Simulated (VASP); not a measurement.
# Sn4HO8 (a cell with a defect) in VASP: a series of runs, part 2 of 2

VASP 6.6.1.

**3. Single point, PBE**

The input, INCAR:

```
SYSTEM = Sn4HO8
PREC     = Accurate       ! precision mode
ENCUT    = 520            ! plane-wave cutoff, eV
EDIFF    = 1E-7           ! SCF threshold, eV
ISMEAR   = 0              ! smearing method
SIGMA    = 0.02           ! smearing width, eV
LREAL    = .False.        ! projectors in reciprocal space
LASPH    = .True.         ! aspherical terms in the spheres
NELM     = 60             ! most SCF steps
ALGO     = Normal         ! electronic algorithm
ISIF     = 2              ! what is computed and relaxed
LWAVE    = .False.        ! write WAVECAR
LCHARG   = .False.        ! write CHGCAR
GGA      = PE             ! functional
NELECT   = 104.0        
NBANDS   = 64             ! bands
```

The input, KPOINTS:

```
Automatic mesh
0
Gamma
  3 3 3
  0 0 0
```

The input, POSCAR:

```
Sn4HO8
1.0
   -4.8265176449      0.0000000000      3.2381666583
    4.8265176449      0.0000000000      3.2381666583
    0.0000000000      4.8283676020     -3.2381666583
Sn O H
4 8 1
Direct
    0.2378488048      0.7530436477      0.4921114538
    0.7688550001      0.2458035610      0.5158778712
   -0.0061068260     -0.0044460013     -0.0018426517
    0.5013841939      0.5030450186     -0.0018426517
   -0.0349721587      0.3014536288      0.2773703476
    0.4746975631      0.8111233507      0.2773703476
    0.9354326711      0.7738229854      0.2104748610
    0.4578239806      0.3216392511      0.2806822329
    0.5468370265      0.6882729541      0.7363289818
    0.0701891327      0.2242656439      0.7956738833
    1.0367721585      0.6971235505      0.7271356055
    0.5287930030      0.1891443949      0.7271358126
    0.4915664803      0.4773386239      0.4701241055
```

Potentials or basis: VASP PAW PBE potentials, release 64 (Sn_d, O, H).

The run is started by

```bash
$ cat potpaw_PBE.64/Sn_d/POTCAR potpaw_PBE.64/O/POTCAR potpaw_PBE.64/H/POTCAR > POTCAR
$ mpirun -np 1 vasp_std > vasp.out
```

OUTCAR:

```text
SYSTEM = Sn4HO8
   PREC = Accurate
   ENCUT = 520
   EDIFF = 1E-7
   ISMEAR = 0
   LREAL = .False.
   LASPH = .True.
   NELM = 60
   ISIF = 2
   GGA = PE
   NELECT = 104.0

 ion  position               nearest neighbor table
   1  0.238  0.753  0.492-   7 2.07  12 2.08  11 2.08   6 2.13   5 2.13   9 2.16   2 3.25   2 3.25
                             3 3.71   4 3.71
   2  0.769  0.246  0.516-  10 2.06   6 2.08   5 2.08  12 2.13  11 2.13   8 2.19   1 3.25   1 3.25
                             3 3.66   4 3.66   4 3.75   3 3.75
   3  0.994  0.996  0.998-  10 2.05   7 2.05   5 2.10  11 2.10   9 2.14   8 2.24   4 3.19   4 3.29
                             2 3.66   1 3.71   2 3.75
   4  0.501  0.503  0.998-  10 2.05   7 2.05   6 2.10  12 2.10   9 2.14   8 2.24   3 3.19   3 3.29
                             2 3.66   1 3.71   2 3.75
   5  0.965  0.301  0.277-   2 2.08   3 2.10   1 2.13
   6  0.475  0.811  0.277-   2 2.08   4 2.10   1 2.13
   7  0.935  0.774  0.210-   4 2.05   3 2.05   1 2.07
   8  0.458  0.322  0.281-  13 1.09   2 2.19   4 2.24   3 2.24
   9  0.547  0.688  0.736-   3 2.14   4 2.14   1 2.16
[... 877 lines left out ...]
------------------------ aborting loop because EDIFF is reached ----------------------------------------

  FORCE on cell =-STRESS in cart. coord.  units (eV):
  Direction    XX          YY          ZZ          XY          YZ          ZX
  --------------------------------------------------------------------------------------
  -------------------------------------------------------------------------------------
  Total       -9.4109199    -15.6567256    -10.6852918     -4.0324117      0.0000000      0.0000000
  in kB      -99.9031632   -166.2065385   -113.4314680    -42.8067277      0.0000000      0.0000000
  external PRESSURE =    -126.5137233 kB  Pullay stress =       0.0000000 kB

 VOLUME and BASIS-vectors are now :
 -----------------------------------------------------------------------------
  energy-cutoff  :      520.00
  volume of cell :      150.93
      direct lattice vectors                 reciprocal lattice vectors
    -4.826517645  0.000000000  3.238166658    -0.103594359  0.103554667  0.154408359
     4.826517645  0.000000000  3.238166658     0.103594359  0.103554667  0.154408359
     0.000000000  4.828367602 -3.238166658     0.000000000  0.207109334  0.000000000

 POSITION                                       TOTAL-FORCE (eV/Angst)
 -----------------------------------------------------------------------------------
      2.48660      2.37610      1.61514        -0.021255      0.067100     -0.000000
     -2.52452      2.49085      1.61513        -0.032961      0.063824      0.000000
      0.00802      4.81947      3.20996         0.071440     -0.053589     -0.083580
      0.00802      4.81947      0.02031         0.071440     -0.053589      0.083580
     -3.20275      1.33925      3.20291        -0.006574      0.047785      0.018670
      1.62377      1.33925      3.26553        -0.006574      0.047785     -0.018670
     -0.78001      1.01625      4.85330        -0.030980      0.069243      0.000000
     -0.65730      1.35524      1.61514        -0.037872     -0.010778      0.000000
      0.68264      3.55527      1.61514         0.164592      0.241758     -0.000000
      0.74365      3.84181     -1.62303        -0.040121      0.044054     -0.000000
      3.18720      3.51088      0.02189         0.034200      0.036383     -0.040496
     -1.63932      3.51088     -0.02979         0.034200      0.036383      0.040496
     -0.06867      2.26993      1.61514        -0.199534     -0.536356      0.000000
 -----------------------------------------------------------------------------------
    total drift:                                0.000558     -0.000344      0.003760

  FREE ENERGIE OF THE ION-ELECTRON SYSTEM (eV)
  ---------------------------------------------------
  free  energy   TOTEN  =       -85.3610780016 eV

  energy  without entropy=      -85.3610780016  energy(sigma->0) =      -85.36107800
```

OSZICAR:

```text
N       E                     dE             d eps       ncg     rms          rms(c)
DAV:   1     0.157582254723E+04    0.15758E+04   -0.48253E+04  1496   0.253E+03
DAV:   2     0.248516212879E+03   -0.13273E+04   -0.12567E+04  1368   0.803E+02
DAV:   3    -0.687406212317E+02   -0.31726E+03   -0.31062E+03  1408   0.279E+02
DAV:   4    -0.954579122151E+02   -0.26717E+02   -0.26448E+02  1592   0.901E+01
DAV:   5    -0.962667742251E+02   -0.80886E+00   -0.80673E+00  1496   0.163E+01    0.210E+01
DAV:   6    -0.851499058403E+02    0.11117E+02   -0.38656E+01  2024   0.671E+01    0.769E+00
DAV:   7    -0.854149360224E+02   -0.26503E+00   -0.44764E+00  1432   0.898E+00    0.453E+00
DAV:   8    -0.853929178062E+02    0.22018E-01   -0.66866E-01  1776   0.552E+00    0.120E+00
DAV:   9    -0.853585912732E+02    0.34327E-01   -0.17953E-01  1936   0.409E+00    0.223E-01
DAV:  10    -0.853604355066E+02   -0.18442E-02   -0.15809E-02  1528   0.759E-01    0.150E-01
DAV:  11    -0.853610152344E+02   -0.57973E-03   -0.15849E-03  1800   0.232E-01    0.557E-02
DAV:  12    -0.853610652149E+02   -0.49981E-04   -0.21516E-04  1840   0.111E-01    0.192E-02
DAV:  13    -0.853610762336E+02   -0.11019E-04   -0.67737E-05  1520   0.443E-02    0.750E-03
DAV:  14    -0.853610779249E+02   -0.16913E-05   -0.59878E-06  1576   0.184E-02    0.473E-03
DAV:  15    -0.853610780259E+02   -0.10097E-06   -0.23908E-06  1656   0.108E-02    0.176E-03
DAV:  16    -0.853610780016E+02    0.24258E-07   -0.42753E-07  1344   0.406E-03
   1 F= -.85361078E+02 E0= -.85361078E+02  d E =-.671071E-17
```

Wall time 95 s (1 thread of Intel Xeon Platinum 8488C (Sapphire Rapids), shared host); peak memory 0.35 GiB.

What came out:

- Free energy: -85.3611 eV
- Largest force: 0.572 eV/Å

Forces on the atoms (eV/Å):
```
Sn  -0.021  0.067  0.000
Sn  -0.033  0.064  0.000
Sn   0.071 -0.054 -0.084
Sn   0.071 -0.054  0.084
O   -0.007  0.048  0.019
O   -0.007  0.048 -0.019
O   -0.031  0.069  0.000
O   -0.038 -0.011  0.000
O    0.165  0.242  0.000
O   -0.040  0.044  0.000
O    0.034  0.036 -0.040
O    0.034  0.036  0.040
H   -0.200 -0.536  0.000
```

Caveat: the k points lie up to 0.45 Å⁻¹ apart; the cell carries a net charge on a neutralising background, which shifts energy and pressure; the cell is charged against a uniform background, so pressure and absolute levels hang on convention; spin-orbit coupling is left out, which moves the levels of the heavy elements.

**4. Single point, PBE**

The input, INCAR:

```
  PREC = Accurate
  ENCUT = 520
  EDIFF = 1E-7
  ISMEAR = 0
  SIGMA = 0.02
  LREAL = False
  LASPH = True
  NELM = 100
  ALGO = Normal
  ISIF = 2
  LWAVE = False
  LCHARG = False
  GGA = PE
  NELECT = 104.0
  NBANDS = 64
```

The input, KPOINTS:

```
regular mesh
0
Gamma
  3 3 3
```

The input, POSCAR:

```
Sn4HO8
1.0
   -4.8265176449      0.0000000000      3.2381666583
    4.8265176449      0.0000000000      3.2381666583
    0.0000000000      4.8283676020     -3.2381666583
Sn O H
4 8 1
Direct
    0.2311449394      0.7541963785      0.4841222112
    0.7621512892      0.2469564462      0.5078886287
    0.0061068260      0.0044460013      0.0018426517
    0.4986159117      0.4969550869      0.0018426517
   -0.0367721681      0.3028764400      0.2728642698
    0.4712069366      0.8108555447      0.2728642698
    0.9298108577      0.7757343465      0.2043259920
    0.4531630675      0.3117271399      0.2636711007
    0.5421761134      0.6783608429      0.7193178495
    0.0645674228      0.2261771086      0.7895252214
    1.0349721492      0.6985463616      0.7226295277
    0.5253024273      0.1888766397      0.7226295277
    0.5084336136      0.5226614700      0.5298759769
```

The run is started by

```bash
$ cat potpaw_PBE.64/Sn_d/POTCAR potpaw_PBE.64/O/POTCAR potpaw_PBE.64/H/POTCAR > POTCAR
$ mpirun -np 1 vasp_std > vasp.out
```

It took 1.7 min on 1 thread of Intel Xeon Platinum 8488C (Sapphire Rapids), shared host; peak memory 0.36 GiB.

It converged, with:

- Free energy: -85.3611 eV
- Largest force: 0.572 eV/Å

Forces on the atoms (eV/Å):
```
Sn   0.033 -0.064  0.000
Sn   0.021 -0.067  0.000
Sn  -0.071  0.054  0.084
Sn  -0.071  0.054 -0.084
O   -0.034 -0.036  0.040
O   -0.034 -0.036 -0.040
O    0.040 -0.044  0.000
O   -0.165 -0.242  0.000
O    0.038  0.011  0.000
O    0.031 -0.069  0.000
O    0.007 -0.048 -0.019
O    0.007 -0.048  0.019
H    0.200  0.536  0.000
```

Levels at points of the mesh, in eV from the Fermi level:
```csv
k point,band 48,band 49,band 50,band 51,band 52,band 53,band 54,band 55,band 56,band 57
"(0.00, 0.00, 0.00)",-0.53,-0.50,-0.25,-0.22,-0.15,0.95,4.45,4.62,5.75,6.42
```

Caveat: the k points lie up to 0.45 Å⁻¹ apart; the cell carries a net charge on a neutralising background, which shifts energy and pressure; the cell is charged against a uniform background, so pressure and absolute levels hang on convention; spin-orbit coupling is left out, which moves the levels of the heavy elements.

**5. Single point, PBE**

The input, INCAR:

```
SYSTEM = Sn4HO8
ALGO = Normal
EDIFF = 1E-7
ENCUT = 520
GGA = PE
ISIF = 2
ISMEAR = 0
LASPH = .TRUE.
LCHARG = .FALSE.
LREAL = .FALSE.
LWAVE = .FALSE.
NBANDS = 64
NELECT = 104.0
NELM = 100
PREC = Accurate
SIGMA = 0.02
```

The input, KPOINTS:

```
k-points
0
G
  3 3 3
  0 0 0
```

The input, POSCAR:

```
Sn4HO8
1.0
   -4.8265176449      0.0000000000      3.2381666583
    4.8265176449      0.0000000000      3.2381666583
    0.0000000000      4.8283676020     -3.2381666583
Sn O H
4 8 1
Direct
    0.2274441694      0.7554374738      0.4804433281
    0.7598618749      0.2452368009      0.5026603606
    0.0099570126      0.0073014748      0.0022777885
    0.4974146288      0.4947590910      0.0022777885
   -0.0334243768      0.3047022229      0.2723914392
    0.4701275314      0.8082541312      0.2723914392
    0.9274798362      0.7754814278      0.2005228433
    0.4517853355      0.3012571382      0.2506041585
    0.5420995932      0.6889448038      0.7286060818
    0.0620904163      0.2269927452      0.7866449519
    1.0279696944      0.6970980148      0.7158379985
    0.5211782988      0.1903066192      0.7158379985
    0.5177740582      0.5409675920      0.5563033351
```

The run is started by

```bash
$ cat potpaw_PBE.64/Sn_d/POTCAR potpaw_PBE.64/O/POTCAR potpaw_PBE.64/H/POTCAR > POTCAR
$ mpirun -np 1 vasp_std > vasp.out
```

It took 1.7 min on 1 thread of Intel Xeon Platinum 8488C (Sapphire Rapids), shared host; peak memory 0.36 GiB.

The run converged. Its results:

```
Free energy   : -85.4500 eV
Largest force : 0.196 eV/Å
```

Forces in eV/Å, atoms in the order of the input:
```
Sn   0.011 -0.025  0.000
Sn  -0.012 -0.032  0.000
Sn  -0.021  0.009  0.016
Sn  -0.021  0.009 -0.016
O   -0.035 -0.012  0.038
O   -0.035 -0.012 -0.038
O    0.013 -0.022  0.000
O   -0.090 -0.068  0.000
O    0.117  0.158  0.000
O    0.016 -0.046  0.000
O    0.031 -0.042 -0.033
O    0.031 -0.042  0.033
H   -0.007  0.125  0.000
```

Levels at points of the mesh, in eV from the Fermi level:
| k point | band 48 | band 49 | band 50 | band 51 | band 52 | band 53 | band 54 | band 55 | band 56 | band 57 |
| --- | --- | --- | --- | --- | --- | --- | --- | --- | --- | --- |
| (0.00, 0.00, 0.00) | -0.59 | -0.57 | -0.33 | -0.30 | -0.17 | 0.92 | 4.43 | 4.58 | 5.74 | 6.37 |

Caveat: the k points lie up to 0.45 Å⁻¹ apart; the cell carries a net charge on a neutralising background, which shifts energy and pressure; the cell is charged against a uniform background, so pressure and absolute levels hang on convention; spin-orbit coupling is left out, which moves the levels of the heavy elements.
